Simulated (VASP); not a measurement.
Input of a VASP 6.6.1 run:

The input INCAR:

```
SYSTEM = KCl
PREC = Accurate
ENCUT = 520
EDIFF = 1E-6
ISMEAR = 0
SIGMA = 0.05
LREAL = .False.
LASPH = .True.
NELM = 100
ALGO = Normal
ISIF = 2
LWAVE = .False.
LCHARG = .False.
GGA = CA
NBANDS = 15
```

KPOINTS

```
regular mesh
0
Gamma
  6 6 6
  0 0 0
```

The input POSCAR:

```
KCl
1.0
    4.0311558000      0.0000000000      0.0000000000
    0.0000000000      4.0311558000      0.0000000000
    0.0000000000      0.0000000000      3.7432161000
K Cl
1 1
Direct
    0.0000000000      0.0000000000      0.0000000000
    0.5000000000      0.5000000000      0.5000000000
```

Potentials or basis: VASP PAW LDA potentials, release 64 (K_sv, Cl).

The run is started by

```sh
$ cat potpaw_LDA.64/K_sv/POTCAR potpaw_LDA.64/Cl/POTCAR > POTCAR
$ mpirun -np 1 vasp_std > vasp.out
```

(1) What does it give for the band gap on the k mesh?

(2) What does it give for the pressure?

Answers

(1) 3.83 eV (least direct gap 3.98 eV).

(2) -3.8 GPa.

Caveat: the cell differs from its parent crystal (strain +0.050 along x and y, -0.025 along z); the cell stands under tension.
